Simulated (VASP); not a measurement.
# SiO2 (I-42d) in VASP: a series of runs, part 2 of 2

VASP 6.6.1.

**3. Single point, LDA**

This run uses another cell than the first one, of the same volume but with other edges.

Input file INCAR:

```
SYSTEM = SiO2
ALGO     = Normal         ! electronic algorithm
EDIFF    = 1E-7           ! SCF threshold, eV
ENCUT    = 520            ! plane-wave cutoff, eV
ISIF     = 2              ! what is computed and relaxed
ISMEAR   = 0              ! smearing method
LASPH    = .True.         ! aspherical terms in the spheres
LCHARG   = .False.        ! write CHGCAR
LREAL    = .False.        ! projectors in reciprocal space
LWAVE    = .False.        ! write WAVECAR
NBANDS   = 25             ! bands
NELM     = 60             ! most SCF steps
PREC     = Accurate       ! precision mode
SIGMA    = 0.05           ! smearing width, eV
```

Input file KPOINTS:

```
k-points
0
Gamma
  8 8 8
  0 0 0
```

Input file POSCAR:

```
SiO2
1.0
   -2.3173007127      2.3173007127      4.1145890550
    2.3173007127     -2.3173007127      4.1145890550
    2.3173007127      2.3173007127     -4.1145890550
Si O
2 4
Direct
    0.0000000000      0.0000000000      0.0000000000
    0.7500000000      0.2500000000      0.5000000000
    0.9742769968      0.6250000000      0.8492769968
    0.3750000000      0.2242769968      0.3492769968
    0.7757230032      0.1250000000      0.1507230032
    0.8750000000      0.0257230032      0.6507230032
```

Potentials or basis: VASP PAW LDA potentials, release 64 (Si, O).

On the command line:

```bash
$ cat potpaw_LDA.64/Si/POTCAR potpaw_LDA.64/O/POTCAR > POTCAR
$ mpirun -np 1 vasp_std > vasp.out
```

OUTCAR:

```text
SYSTEM = SiO2
   EDIFF = 1E-7
   ENCUT = 520
   ISIF = 2
   ISMEAR = 0
   LASPH = .True.
   LREAL = .False.
   NELM = 60
   PREC = Accurate

 ion  position               nearest neighbor table
   1  0.000  0.000  0.000-   3 1.62   4 1.62   5 1.62   6 1.62   2 3.10   2 3.10   2 3.10   2 3.10

   2  0.750  0.250  0.500-   3 1.62   4 1.62   5 1.62   6 1.62   1 3.10   1 3.10   1 3.10   1 3.10

   3  0.974  0.625  0.849-   1 1.62   2 1.62
   4  0.375  0.224  0.349-   1 1.62   2 1.62
   5  0.776  0.125  0.151-   1 1.62   2 1.62
   6  0.875  0.026  0.651-   1 1.62   2 1.62

  LATTYP: Found a body centered tetragonal cell.
 ALAT       =     4.6346014254
 C/A-ratio  =     1.7755956456

  Lattice vectors:

 A1 = (  -2.3173007127,   2.3173007127,   4.1145890550)
 A2 = (   2.3173007127,  -2.3173007127,   4.1145890550)
 A3 = (   2.3173007127,   2.3173007127,  -4.1145890550)

Analysis of symmetry for initial positions (statically):
=====================================================================
 Subroutine PRICEL returns:
 Original cell was already a primitive cell.

[... 175 lines left out ...]
  free energy    TOTEN  =       -51.47550764 eV

  energy without entropy =      -51.47550764  energy(sigma->0) =      -51.47550764

 E-fermi :  -0.0159     XC(G=0):  -8.8459

 val. band max:       -0.2702473884   @ k =   0.0000   0.0000   0.0000
 cond. band min:       4.9470299797   @ k =   0.0000   0.0000   0.0000
 fundamental gap:      5.2172773681
 Fermi energy:        -0.0158593502

 k-point     1 :       0.0000    0.0000    0.0000
  band No.  band energies     occupation
      1     -19.4769      2.00000
      2     -17.6141      2.00000
      3     -17.0839      2.00000
      4     -17.0839      2.00000
      5      -9.8542      2.00000
      6      -6.1708      2.00000
[... 661 lines left out ...]
     24      11.7775      0.00000
     25      12.4414      0.00000

 [... further k-points ...]
[... 5 lines left out ...]
  --------------------------------------------------------------------------------------
  -------------------------------------------------------------------------------------
  Total        1.3962849      1.3962849     -6.0613742      0.0000000      0.0000000      0.0000000
  in kB       25.3124036     25.3124036   -109.8829796      0.0000000      0.0000000      0.0000000
  external PRESSURE =     -19.7527242 kB  Pullay stress =       0.0000000 kB

 VOLUME and BASIS-vectors are now :
 -----------------------------------------------------------------------------
  energy-cutoff  :      520.00
  volume of cell :       88.38
      direct lattice vectors                 reciprocal lattice vectors
    -2.317300713  2.317300713  4.114589055     0.000000000  0.215768285  0.121518818
     2.317300713 -2.317300713  4.114589055     0.215768285  0.000000000  0.121518818
     2.317300713  2.317300713 -4.114589055     0.215768285  0.215768285  0.000000000

 POSITION                                       TOTAL-FORCE (eV/Angst)
 -----------------------------------------------------------------------------------
      0.00000      0.00000      0.00000        -0.000000      0.000000      0.000000
      0.00000      2.31730      2.05729        -0.000000      0.000000     -0.000000
      1.15865      2.77741      3.08594        -0.000000      0.195209     -0.000000
      0.46011      1.15865      1.02865         0.195209      0.000000     -0.000000
     -1.15865      1.85719      3.08594        -0.000000     -0.195209      0.000000
     -0.46011      3.47595      1.02865        -0.195209      0.000000      0.000000
 -----------------------------------------------------------------------------------
    total drift:                                0.000002      0.000002      0.000002

  FREE ENERGIE OF THE ION-ELECTRON SYSTEM (eV)
  ---------------------------------------------------
  free  energy   TOTEN  =       -51.4755076431 eV

  energy  without entropy=      -51.4755076431  energy(sigma->0) =      -51.47550764
```

OSZICAR:

```text
N       E                     dE             d eps       ncg     rms          rms(c)
DAV:   1     0.167712407212E+03    0.16771E+03   -0.16049E+04  2950   0.114E+03
DAV:   2    -0.467414734684E+02   -0.21445E+03   -0.20503E+03  3933   0.270E+02
DAV:   3    -0.582847560836E+02   -0.11543E+02   -0.11492E+02  3958   0.647E+01
DAV:   4    -0.583965592107E+02   -0.11180E+00   -0.11176E+00  3570   0.731E+00
DAV:   5    -0.583980025977E+02   -0.14434E-02   -0.14432E-02  3971   0.812E-01    0.211E+01
DAV:   6    -0.516603748510E+02    0.67376E+01   -0.21314E+01  3626   0.289E+01    0.108E+01
DAV:   7    -0.515533891685E+02    0.10699E+00   -0.72247E-01  3741   0.457E+00    0.363E+00
DAV:   8    -0.514868369936E+02    0.66552E-01   -0.44257E-02  3781   0.165E+00    0.139E+00
DAV:   9    -0.514748056345E+02    0.12031E-01   -0.16105E-02  3948   0.959E-01    0.229E-01
DAV:  10    -0.514755066939E+02   -0.70106E-03   -0.13030E-03  3468   0.221E-01    0.760E-02
DAV:  11    -0.514755062766E+02    0.41732E-06   -0.30767E-04  3706   0.120E-01    0.139E-02
DAV:  12    -0.514755068364E+02   -0.55987E-06   -0.11724E-05  3679   0.226E-02    0.724E-03
DAV:  13    -0.514755075783E+02   -0.74191E-06   -0.19153E-06  3800   0.859E-03    0.427E-03
DAV:  14    -0.514755076431E+02   -0.64800E-07   -0.77913E-08  3002   0.181E-03
   1 F= -.51475508E+02 E0= -.51475508E+02  d E =-.734335E-15
```

stdout:

```text
POSCAR found type information on POSCAR SiO
 POSCAR found :  2 types and       6 ions
 scaLAPACK will be used
 LDA part: xc-table for (Slater(with rela. corr.)+CA(PZ))
 , standard interpolation
 POSCAR, INCAR and KPOINTS ok, starting setup
 FFT: planning ... GRIDC
 FFT: planning ... GRID_SOFT
 FFT: planning ... GRID
 WAVECAR not read
 entering main loop
```

It took 89 s on 1 thread of AMD EPYC 9R45 (Zen 5), shared host; peak memory 0.21 GiB.

Results:

- Free energy: -51.4755 eV
- Pressure: -2.0 GPa
- Largest force: 0.195 eV/Å
- Band gap on the k mesh: 5.22 eV

Forces in eV/Å, atoms in the order of the input:
```
Si   0.000  0.000  0.000
Si   0.000  0.000  0.000
O    0.000  0.195  0.000
O    0.195  0.000  0.000
O    0.000 -0.195  0.000
O   -0.195  0.000  0.000
```

Stress tensor (GPa, compression positive):
```
  2.53   0.00   0.00
  0.00   2.53   0.00
  0.00   0.00 -10.99
```

Levels at points of the mesh, in eV from the valence-band top:
```csv
k point,band 14,band 15,band 16,band 17,band 18,band 19
"(0.00, 0.00, 0.00)",-1.07,0.00,0.00,5.22,8.08,9.59
"(0.50, 0.00, 0.00)",-0.94,-0.76,-0.11,7.48,8.18,9.24
"(0.50, 0.50, 0.00)",-1.11,-0.60,-0.60,8.48,8.48,9.28
"(0.50, 0.50, 0.50)",-1.67,-0.11,-0.11,8.03,8.03,9.63
```

Caveat: the stress differs along the axes, from -11 to 3 GPa.
